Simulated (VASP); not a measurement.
## Ti2As2S: relaxation of shape and atoms at fixed volume with PBE

Crystal: Ti2As2S.

```
Ti As S
1.0
     3.42455    0.00000    0.00000
    -1.71228    2.96575    0.00000
     0.00000    0.00000    8.17778
Ti As S
2 2 1
Direct
  0.33333 0.66667 0.83189
  0.66667 0.33333 0.16811
  0.00000 0.00000 0.35715
  0.00000 0.00000 0.64285
  0.00000 0.00000 0.00000
```

```json
{"Program": "VASP 6.6.1", "Task": "relaxation of shape and atoms at fixed volume", "Functional": "PBE", "Potentials or basis": "VASP PAW PBE potentials, release 64 (Ti_sv, As, S)", "Cutoff": "500 eV", "k mesh": "12 × 12 × 4", "Occupations": "gaussian, width 0.1 eV", "Spin": "no spin polarisation", "Dipole correction": "no", "Further INCAR settings": "ALGO = Normal; EDIFF = 1e-07; IBRION = 2; EDIFFG = -0.01; NSW = 50; ISIF = 4"}
```

```
Energy gained by relaxing    : 0.8 meV/atom
Ionic steps                  : 4
Pressure after relaxing      : 10.9 GPa
Largest force after relaxing : 0.009 eV/Å
Band gap on the k mesh       : zero (bands 20 and 21 overlap by 0.72 eV)
```

Forces in eV/Å, atoms in the order of the input:
```
Ti   0.000  0.000 -0.009
Ti   0.000  0.000  0.009
As   0.000  0.000  0.008
As   0.000  0.000 -0.008
S    0.000  0.000  0.000
```

Step by step:
| step | energy change (eV) | largest force (eV/Å) | pressure (GPa) | volume (Å³) |
| --- | --- | --- | --- | --- |
| 1 | 0.0000 | 0.1377 | 11.36 | 83.06 |
| 2 | -0.0041 | 0.0286 | 10.86 | 83.06 |
| 3 | -0.0041 | 0.0170 | 10.89 | 83.06 |
| 4 | -0.0042 | 0.0085 | 10.89 | 83.06 |

Final structure:
```
Ti As S
1.0
     3.41416    0.00000    0.00000
    -1.70708    2.95675    0.00000
     0.00000    0.00000    8.22765
Ti As S
2 2 1
Direct
  0.33333 0.66667 0.83255
  0.66667 0.33333 0.16745
  0.00000 0.00000 0.35772
  0.00000 0.00000 0.64228
  0.00000 0.00000 0.00000
```

Levels at points of the mesh, in eV from the Fermi level:
| k point | band 17 | band 18 | band 19 | band 20 | band 21 | band 22 | band 23 | band 24 |
| --- | --- | --- | --- | --- | --- | --- | --- | --- |
| (0.00, 0.00, 0.00) | -0.95 | -0.36 | -0.36 | 0.02 | 0.26 | 0.26 | 1.56 | 3.23 |
| (0.50, 0.00, 0.00) | -3.45 | -1.18 | -1.08 | -0.39 | 0.71 | 1.52 | 1.93 | 1.97 |
| (0.00, 0.00, 0.50) | -1.17 | -1.17 | 0.06 | 0.06 | 0.26 | 0.26 | 1.62 | 2.62 |
| (0.50, 0.00, 0.50) | -1.94 | -1.81 | -1.24 | -0.12 | 0.75 | 1.46 | 1.78 | 2.13 |

It took 6.7 min on 1 thread of Intel(R) Xeon(R) 6975P-C (Granite Rapids), on a shared host, peak memory 0.29 GiB.
